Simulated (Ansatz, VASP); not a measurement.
Rb: VASP beside Ansatz

```
Rb
1.0
     0.00000    5.19796    5.19796
     5.19796    0.00000    5.19796
     5.19796    5.19796    0.00000
Rb
2
Direct
  0.12500 0.12500 0.12500
  0.87500 0.87500 0.87500
```

Alike in both runs: task single point; functional PBE; k mesh 5 × 5 × 5; occupations fermi-dirac, width 0.1 eV; non-collinear spin, spin-orbit coupling.

|  | VASP | Ansatz |
| --- | --- | --- |
| version | VASP 6.6.1 | Ansatz 0.2.0 |
| potentials or method | VASP PAW PBE potentials, release 64 (Rb_sv), cutoff 520 eV | plane waves (420 eV) with PAW, fully relativistic with spin-orbit coupling |
| valence electrons in the cell | 18 | 18 |

```tsv
	VASP	Ansatz	Ansatz less VASP
net moment per atom (μB)	0.00	0.00	0.000
```
